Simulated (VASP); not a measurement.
# Li (Im-3m) in VASP: a series of runs

Li is run at these levels: PBEsol; tasks: single point, relaxation of cell and atoms.

All numbers are computed with VASP 6.6.1; they aren't measurements. Logs are shortened: lines on timing, memory, paths and dates and some standing lists are left out, and cuts for length are marked.

## 1. The cell of the first run

Symmetry: Im-3m, No. 229, cubic system. The conventional cell has a = 3.434 Å, b = 3.434 Å, c = 3.434 Å, α = 90.00°, β = 90.00°, γ = 90.00°. Within 3.9 Å of Li (site symmetry m-3m) lie 14 Li at 2.97 to 3.43 Å.

## 2. Single point, PBEsol

INCAR

```
ALGO     = Normal         # electronic algorithm
EDIFF    = 1E-6           # SCF threshold, eV
ENCUT    = 750            # plane-wave cutoff, eV
GGA      = PS             # functional
GGA_COMPAT= False        
ISIF     = 2              # what is computed and relaxed
ISMEAR   = 0              # smearing method
LASPH    = True           # aspherical terms in the spheres
LCHARG   = False          # write CHGCAR
LREAL    = False          # projectors in reciprocal space
LWAVE    = False          # write WAVECAR
NBANDS   = 8              # bands
NELM     = 120            # most SCF steps
PREC     = Accurate       # precision mode
SIGMA    = 0.1            # smearing width, eV
```

KPOINTS

```
k-points
0
Gamma
  10 10 10
```

POSCAR

```
Li
1.0
   -1.7169196646      1.7169196646      1.7169196646
    1.7169196646     -1.7169196646      1.7169196646
    1.7169196646      1.7169196646     -1.7169196646
Li
1
Direct
    0.0000000000      0.0000000000      0.0000000000
```

Potentials or basis: VASP PAW PBE potentials, release 64 (Li_sv).

On the command line:

```
cat potpaw_PBE.64/Li_sv/POTCAR > POTCAR
mpirun -np 1 vasp_std > vasp.out
```

OUTCAR:

```text
EDIFF = 1E-6
   ENCUT = 750
   GGA = PS
   ISIF = 2
   ISMEAR = 0
   LASPH = True
   LREAL = False
   NELM = 120
   PREC = Accurate

 ion  position               nearest neighbor table
   1  0.000  0.000  0.000-

  LATTYP: Found a body centered cubic cell.
 ALAT       =     3.4338393292

  Lattice vectors:

 A1 = (  -1.7169196646,   1.7169196646,   1.7169196646)
 A2 = (   1.7169196646,  -1.7169196646,   1.7169196646)
 A3 = (   1.7169196646,   1.7169196646,  -1.7169196646)

Analysis of symmetry for initial positions (statically):
=====================================================================
 Subroutine PRICEL returns:
 Original cell was already a primitive cell.

 Routine SETGRP: Setting up the symmetry group for a
 body centered cubic supercell.

 Subroutine GETGRP returns: Found 48 space group operations
 (whereof 48 operations were pure point group operations)
 out of a pool of 48 trial point group operations.

The static configuration has the point symmetry O_h .

Analysis of symmetry for dynamics (positions and initial velocities):
=====================================================================
 Subroutine PRICEL returns:
 Original cell was already a primitive cell.

 Routine SETGRP: Setting up the symmetry group for a
 body centered cubic supercell.

 Subroutine GETGRP returns: Found 48 space group operations
 (whereof 48 operations were pure point group operations)
 out of a pool of 48 trial point group operations.

The dynamic configuration has the point symmetry O_h .

 Subroutine INISYM returns: Found 48 space group operations
 (whereof 48 operations are pure point group operations),
 and found     1 'primitive' translations

----------------------------------------------------------------------------------------

                                     Primitive cell

  volume of cell :      20.2446

  direct lattice vectors                    reciprocal lattice vectors
    -1.716919665  1.716919665  1.716919665     0.000000000  0.291219217  0.291219217
     1.716919665 -1.716919665  1.716919665     0.291219217  0.000000000  0.291219217
     1.716919665  1.716919665 -1.716919665     0.291219217  0.291219217  0.000000000

  length of vectors
     2.973792092  2.973792092  2.973792092     0.411846166  0.411846166  0.411846166

  position of ions in fractional coordinates (direct lattice)
     0.000000000  0.000000000  0.000000000

  ion indices of the primitive-cell ions
   primitive index   ion index
[... 75 lines left out ...]
   EDIFFG = 0.1E-04   stopping-criterion for IOM
   NSW    =      0    number of steps for IOM
   IBRION =     -1    ionic relax: 0-MD 1-quasi-New 2-CG
   NFREE  =      0    steps in history (QN), initial steepest desc. (CG)
   ISIF   =      2    stress and relaxation
   ISYM   =      2    0-nonsym 1-usesym 2-fastsym
   POTIM  = 0.5000    time-step for ionic-motion
   TEBEG  =    0.0;   TEEND  =   0.0 temperature during run
   PSTRESS=    0.0 pullay stress
   NELECT =       3.0000    total number of electrons
   NUPDOWN=      -1.0000    fix difference up-down
   EMIN   =  10.00;   EMAX   =-10.00  energy-range for DOS
   EFERMI =   0.00;   METHOD = LEGACY
   ISMEAR =     0;   SIGMA  =   0.10  broadening in eV -4-tet -1-fermi 0-gaus
   EFERMI_NEDOS =   21; number of points for ismear=-14 and -15
   IALGO  =     38    algorithm
   IMIX   =      4    mixing-type and parameters
     AMIX     =   0.40;   BMIX     =  1.00
     AMIX_MAG =   1.60;   BMIX_MAG =  1.00
  volume/ion in A,a.u.               =      20.24       136.62
  Fermi-wavevector in a.u.,A,eV,Ry     =   0.866321  1.637108 10.211326  0.750511
  Thomas-Fermi vector in A             =   1.984692
   LORBIT       =      0    0 simple, 1 ext, 2 COOP (PROOUT), +10 PAW based schemes
   GGA     = PS    functional components
   LHFCALC =     F    Hartree Fock is set to
   AEXX    =    0.0000 exact exchange contribution
   IVDW    =     0    specifies the selected vdW correction
   LEPSILON=     F    determine dielectric tensor
   LRPA    =     F    only Hartree local field effects (RPA)
 non-spin polarized calculation
 Gauss-broadening in eV      SIGMA  =   0.10
  energy-cutoff  :      750.00
  volume of cell :       20.24
 maximum number of plane-waves:       962
   NGX = 13   NGY = 13   NGZ = 13

 number of electron       3.0000004 magnetization

 Free energy of the ion-electron system (eV)
  ---------------------------------------------------
  ext. energy  EPLUGINS =         0.00000000
  ---------------------------------------------------
  free energy    TOTEN  =        -1.96074059 eV

  energy without entropy =       -1.95654103  energy(sigma->0) =       -1.95864081

 E-fermi :   0.6611     XC(G=0):  -7.0209

 val. band max:        0.6208841351   @ k =   0.3000   0.2000  -0.0000
 cond. band min:       0.7305608422   @ k =  -0.3000   0.4000   0.2000
 fundamental gap:      0.1096767070
 Fermi energy:         0.6611302730

 k-point     1 :       0.0000    0.0000    0.0000
  band No.  band energies     occupation
      1     -45.2713      2.00000
      2      -2.9391      2.00000
      3      15.2741      0.00000
      4      15.2741      0.00000
      5      15.2741      0.00000
      6      20.0016      0.00000
      7      20.0016      0.00000
      8      20.0016      0.00000
[... 243 lines left out ...]
 k-point    24 :      -0.3000    0.3000    0.1000
  band No.  band energies     occupation
      1     -45.2562      2.00000
      2      -1.0374      2.00000
      3       7.9257      0.00000
      4      10.8357      0.00000
      5      13.2106      0.00000
      6      15.9037      0.00000
      7      16.8704      0.00000
      8      20.5785      0.00000

 [... further k-points ...]

------------------------ aborting loop because EDIFF is reached ----------------------------------------

  FORCE on cell =-STRESS in cart. coord.  units (eV):
  Direction    XX          YY          ZZ          XY          YZ          ZX
  --------------------------------------------------------------------------------------
  -------------------------------------------------------------------------------------
  Total       -0.0088441     -0.0088441     -0.0088441      0.0000000     -0.0000000      0.0000000
  in kB       -0.6999268     -0.6999268     -0.6999268      0.0000000     -0.0000000      0.0000000
  external PRESSURE =      -0.6999268 kB  Pullay stress =       0.0000000 kB

 VOLUME and BASIS-vectors are now :
 -----------------------------------------------------------------------------
  energy-cutoff  :      750.00
  volume of cell :       20.24
      direct lattice vectors                 reciprocal lattice vectors
    -1.716919665  1.716919665  1.716919665     0.000000000  0.291219217  0.291219217
     1.716919665 -1.716919665  1.716919665     0.291219217  0.000000000  0.291219217
     1.716919665  1.716919665 -1.716919665     0.291219217  0.291219217  0.000000000

 POSITION                                       TOTAL-FORCE (eV/Angst)
 -----------------------------------------------------------------------------------
      0.00000      0.00000      0.00000        -0.000000      0.000000     -0.000000
 -----------------------------------------------------------------------------------
    total drift:                                0.000000     -0.000000      0.000000

  FREE ENERGIE OF THE ION-ELECTRON SYSTEM (eV)
  ---------------------------------------------------
  free  energy   TOTEN  =        -1.9607405922 eV

  energy  without entropy=       -1.9565410271  energy(sigma->0) =       -1.95864081
```

stdout:

```text
POSCAR found type information on POSCAR Li
 POSCAR found :  1 types and       1 ions
 scaLAPACK will be used
 -----------------------------------------------------------------------------
|                                                                             |
|                                                                             |
|     You enforced a specific xc type in the INCAR file but a different       |
|     I HOPE YOU KNOW WHAT YOU ARE DOING!                                     |
|                                                                             |
 -----------------------------------------------------------------------------

 LDA part: xc-table for (Slater+PW92), standard interpolation
 POSCAR, INCAR and KPOINTS ok, starting setup
 FFT: planning ... GRIDC
 FFT: planning ... GRID_SOFT
 FFT: planning ... GRID
 WAVECAR not read
 entering main loop
```

Wall time 7.6 s (1 thread of AMD EPYC 7R13 (Zen 3), shared host); peak memory 0.12 GiB.

Results:

```yaml
Free_energy: -1.9607 eV
Pressure: -0.1 GPa
Band_gap_on_the_k_mesh: zero (an odd number of electrons rules out a gap without spin polarisation)
```

Caveat: the PAW data sets were made with another functional, which shifts forces and pressure a little.

## 3. Relaxation of cell and atoms, PBEsol

This run uses another cell than the first one, of 21.61 Å³/atom.

INCAR

```
PREC = Accurate ; ENCUT = 750
EDIFF = 1E-7 ; ISMEAR = 0
SIGMA = 0.1 ; LREAL = False
LASPH = True ; NELM = 120
ALGO = Normal ; ISIF = 3
LWAVE = False ; LCHARG = False
GGA = PS ; IBRION = 2
NSW = 80 ; EDIFFG = -0.01
GGA_COMPAT = False ; NELMIN = 4
```

KPOINTS

```
regular mesh
0
Gamma
  10 10 10
```

POSCAR

```
Li
1.0
   -1.7546500000      1.7546500000      1.7546500000
    1.7546500000     -1.7546500000      1.7546500000
    1.7546500000      1.7546500000     -1.7546500000
Li
1
Direct
    0.0000000000      0.0000000000      0.0000000000
```

Potentials or basis: VASP PAW PBE potentials, release 64 (Li_sv).

On the command line:

```
cat potpaw_PBE.64/Li_sv/POTCAR > POTCAR
mpirun -np 1 vasp_std > vasp.out
```

Wall time 14 s (1 thread of AMD EPYC 7R13 (Zen 3), shared host); peak memory 0.12 GiB.

It converged, with:

```yaml
Free_energy: -1.9616 eV
Relaxed_volume: 20.16 Å³/atom
Relaxed_cell: a = 2.970 Å, b = 2.970 Å, c = 2.970 Å, α = 109.47°, β = 109.47°, γ = 109.47°
Space_group_after_relaxing_to_0.1_Å: Im-3m (No. 229)
Energy_gained_by_relaxing: 4.1 meV/atom
Ionic_steps: 3
Pressure_after_relaxing: 0.0 GPa
Band_gap_on_the_k_mesh: zero (an odd number of electrons rules out a gap without spin polarisation)
```

Step by step:
| step | energy change (eV) | largest force (eV/Å) | pressure (GPa) | volume (Å³) |
| --- | --- | --- | --- | --- |
| 1 | 0.0000 | 0.0000 | -0.88 | 21.61 |
| 2 | -0.0018 | 0.0000 | -0.67 | 21.24 |
| 3 | -0.0041 | 0.0000 | 0.01 | 20.16 |

Final structure:
```
Li
1.0
    -1.71466    1.71466    1.71466
     1.71466   -1.71466    1.71466
     1.71466    1.71466   -1.71466
Li
1
Direct
  0.00000 0.00000 0.00000
```

Levels at points of the mesh, in eV from the Fermi level:
| k point | band 1 | band 2 | band 3 | band 4 |
| --- | --- | --- | --- | --- |
| (0.00, 0.00, 0.00) | -45.93 | -3.61 | 14.65 | 14.65 |
| (0.50, 0.00, 0.00) | -45.90 | 0.21 | 3.24 | 10.38 |
| (0.50, 0.50, 0.50) | -45.89 | 5.51 | 5.51 | 5.51 |

Caveat: the PAW data sets were made with another functional, which shifts forces and pressure a little.
